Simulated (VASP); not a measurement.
# Lu (Pm-3m) in VASP: notebook

Runs on Lu. Level: PBEsol. Tasks: single point.

Everything below comes from runs of VASP 6.6.1. Logs are shortened: lines on timing, memory, paths and dates and some standing lists are left out, and cuts for length are marked.

**1. The cell of the first run**

It takes space group Pm-3m (No. 221, cubic). The conventional cell has a = 2.997 Å, b = 2.997 Å, c = 2.997 Å, α = 90.00°, β = 90.00°, γ = 90.00°. Within 3.9 Å of Lu (site symmetry m-3m) lie 6 Lu at 3.00 Å.

This isn't the form of Lu at room conditions, which is hcp.

**2. Single point, PBEsol (26.91 Å³/atom)**

The input, INCAR:

```
ALGO = Normal
EDIFF = 1E-6
ENCUT = 520
GGA = PS
ISIF = 2
ISMEAR = -1
LASPH = True
LCHARG = True
LELF = True
LREAL = False
LVHAR = True
LWAVE = False
NBANDS = 18
NELM = 80
PREC = Accurate
SIGMA = 0.1
```

The input, KPOINTS:

```
k-points
0
Gamma
  11 11 11
```

The input, POSCAR:

```
Lu
1.0
    2.9966815296      0.0000000000      0.0000000000
    0.0000000000      2.9966815296      0.0000000000
    0.0000000000      0.0000000000      2.9966815296
Lu
1
Direct
    0.0000000000      0.0000000000      0.0000000000
```

Potentials or basis: VASP PAW PBE potentials, release 64 (Lu).

The run is started by

```console
cat potpaw_PBE.64/Lu/POTCAR > POTCAR
mpirun -np 1 vasp_std > vasp.out
```

OUTCAR:

```text
EDIFF = 1E-6
   ENCUT = 520
   GGA = PS
   ISIF = 2
   ISMEAR = -1
   LASPH = True
   LREAL = False
   NELM = 80
   PREC = Accurate

 ion  position               nearest neighbor table
   1  0.000  0.000  0.000-

  LATTYP: Found a simple cubic cell.
 ALAT       =     2.9966815296

  Lattice vectors:

 A1 = (   2.9966815296,   0.0000000000,   0.0000000000)
 A2 = (   0.0000000000,   2.9966815296,   0.0000000000)
 A3 = (   0.0000000000,   0.0000000000,   2.9966815296)

Analysis of symmetry for initial positions (statically):
=====================================================================
 Subroutine PRICEL returns:
 Original cell was already a primitive cell.

 Routine SETGRP: Setting up the symmetry group for a
 simple cubic supercell.

 Subroutine GETGRP returns: Found 48 space group operations
 (whereof 48 operations were pure point group operations)
 out of a pool of 48 trial point group operations.

The static configuration has the point symmetry O_h .

Analysis of symmetry for dynamics (positions and initial velocities):
=====================================================================
 Subroutine PRICEL returns:
 Original cell was already a primitive cell.

 Routine SETGRP: Setting up the symmetry group for a
 simple cubic supercell.

 Subroutine GETGRP returns: Found 48 space group operations
 (whereof 48 operations were pure point group operations)
 out of a pool of 48 trial point group operations.

The dynamic configuration has the point symmetry O_h .

 Subroutine INISYM returns: Found 48 space group operations
 (whereof 48 operations are pure point group operations),
 and found     1 'primitive' translations

----------------------------------------------------------------------------------------

                                     Primitive cell

  volume of cell :      26.9105

  direct lattice vectors                    reciprocal lattice vectors
     2.996681530  0.000000000  0.000000000     0.333702461  0.000000000  0.000000000
     0.000000000  2.996681530  0.000000000     0.000000000  0.333702461  0.000000000
     0.000000000  0.000000000  2.996681530     0.000000000  0.000000000  0.333702461

  length of vectors
     2.996681530  2.996681530  2.996681530     0.333702461  0.333702461  0.333702461

  position of ions in fractional coordinates (direct lattice)
     0.000000000  0.000000000  0.000000000

  ion indices of the primitive-cell ions
[... 70 lines left out ...]
   LSORBIT =      F    spin-orbit coupling
   LASPH  =      T    aspherical Exc in radial PAW
   ENCUT  =  520.0 eV  38.22 Ry    6.18 a.u.   5.57  5.57  5.57*2*pi/ulx,y,z
   NELM   =     80;   NELMIN=  2; NELMDL= -5     # of ELM steps
   EDIFF  = 0.1E-05   stopping-criterion for ELM
   LREAL  =      F    real-space projection
   EDIFFG = 0.1E-04   stopping-criterion for IOM
   NSW    =      0    number of steps for IOM
   IBRION =     -1    ionic relax: 0-MD 1-quasi-New 2-CG
   NFREE  =      0    steps in history (QN), initial steepest desc. (CG)
   ISIF   =      2    stress and relaxation
   ISYM   =      2    0-nonsym 1-usesym 2-fastsym
   POTIM  = 0.5000    time-step for ionic-motion
   TEBEG  =    0.0;   TEEND  =   0.0 temperature during run
   PSTRESS=    0.0 pullay stress
   NELECT =      25.0000    total number of electrons
   NUPDOWN=      -1.0000    fix difference up-down
   EMIN   =  10.00;   EMAX   =-10.00  energy-range for DOS
   EFERMI =   0.00;   METHOD = LEGACY
   ISMEAR =    -1;   SIGMA  =   0.10  broadening in eV -4-tet -1-fermi 0-gaus
   EFERMI_NEDOS =   21; number of points for ismear=-14 and -15
   IALGO  =     38    algorithm
   IMIX   =      4    mixing-type and parameters
     AMIX     =   0.40;   BMIX     =  1.00
     AMIX_MAG =   1.60;   BMIX_MAG =  1.00
  volume/ion in A,a.u.               =      26.91       181.60
  Fermi-wavevector in a.u.,A,eV,Ry     =   1.597402  3.018652 34.717896  2.551693
  Thomas-Fermi vector in A             =   2.695014
   LORBIT       =      0    0 simple, 1 ext, 2 COOP (PROOUT), +10 PAW based schemes
   GGA     = PS    functional components
   LHFCALC =     F    Hartree Fock is set to
   AEXX    =    0.0000 exact exchange contribution
   IVDW    =     0    specifies the selected vdW correction
   LEPSILON=     F    determine dielectric tensor
   LRPA    =     F    only Hartree local field effects (RPA)
 non-spin polarized calculation
  energy-cutoff  :      520.00
  volume of cell :       26.91
 maximum number of plane-waves:       739
 NGX is ok and might be reduce to    24
   NGX = 11   NGY = 11   NGZ = 11

 number of electron      24.9999994 magnetization

 Free energy of the ion-electron system (eV)
  ---------------------------------------------------
  ext. energy  EPLUGINS =         0.00000000
  ---------------------------------------------------
  free energy    TOTEN  =        -4.05040366 eV

  energy without entropy =       -3.99334757  energy(sigma->0) =       -4.02187562

 E-fermi :   2.3374     XC(G=0): -11.1144

 val. band max:        2.3196020868   @ k =   0.1818   0.0000   0.0000
 cond. band min:       2.3471015908   @ k =   0.2727   0.2727   0.0000
 fundamental gap:      0.0274995040
 Fermi energy:         2.3373633394

 k-point     1 :       0.0000    0.0000    0.0000
  band No.  band energies     occupation
      1     -53.9887      2.00000
      2     -24.2200      2.00000
      3     -24.2200      2.00000
      4     -24.2200      2.00000
      5      -3.7453      2.00000
      6      -2.7620      2.00000
[... 481 lines left out ...]
      5      -2.7982      2.00000
      6      -2.7903      2.00000
[... 10 lines left out ...]
     17       9.0255      0.00000
     18      12.0363      0.00000

 [... further k-points ...]

------------------------ aborting loop because EDIFF is reached ----------------------------------------

  FORCE on cell =-STRESS in cart. coord.  units (eV):
  Direction    XX          YY          ZZ          XY          YZ          ZX
  --------------------------------------------------------------------------------------
  -------------------------------------------------------------------------------------
  Total        0.8594409      0.8594409      0.8594409      0.0000000      0.0000000     -0.0000000
  in kB       51.1687541     51.1687541     51.1687541      0.0000000      0.0000000     -0.0000000
  external PRESSURE =      51.1687541 kB  Pullay stress =       0.0000000 kB

 VOLUME and BASIS-vectors are now :
 -----------------------------------------------------------------------------
  energy-cutoff  :      520.00
  volume of cell :       26.91
      direct lattice vectors                 reciprocal lattice vectors
     2.996681530  0.000000000  0.000000000     0.333702461  0.000000000  0.000000000
     0.000000000  2.996681530  0.000000000     0.000000000  0.333702461  0.000000000
     0.000000000  0.000000000  2.996681530     0.000000000  0.000000000  0.333702461

 POSITION                                       TOTAL-FORCE (eV/Angst)
 -----------------------------------------------------------------------------------
      0.00000      0.00000      0.00000         0.000000      0.000000      0.000000
 -----------------------------------------------------------------------------------
    total drift:                                0.000000      0.000000     -0.000000

  FREE ENERGIE OF THE ION-ELECTRON SYSTEM (eV)
  ---------------------------------------------------
  free  energy   TOTEN  =        -4.0504036587 eV

  energy  without entropy=       -3.9933475725  energy(sigma->0) =       -4.02187562
```

stdout:

```text
POSCAR found type information on POSCAR Lu
 POSCAR found :  1 types and       1 ions
 scaLAPACK will be used
 -----------------------------------------------------------------------------
|                                                                             |
|                                                                             |
|     You enforced a specific xc type in the INCAR file but a different       |
|     I HOPE YOU KNOW WHAT YOU ARE DOING!                                     |
|                                                                             |
 -----------------------------------------------------------------------------

 LDA part: xc-table for (Slater+PW92), standard interpolation
 POSCAR, INCAR and KPOINTS ok, starting setup
 FFT: planning ... GRIDC
 FFT: planning ... GRID_SOFT
 FFT: planning ... GRID
 WAVECAR not read
 entering main loop
```

Run time: 11 s. Hardware: 1 thread of AMD EPYC 9R45 (Zen 5), shared host; peak memory 0.13 GiB.

What came out:

* Free energy: -4.0504 eV
* Pressure: 5.1 GPa
* Band gap on the k mesh: zero (an odd number of electrons rules out a gap without spin polarisation)

Caveat: the cell stands under pressure; the PAW data sets were made with another functional, which shifts forces and pressure a little; spin-orbit coupling is left out, which moves the levels of the heavy elements.

(Continued in part 2 of 2.)
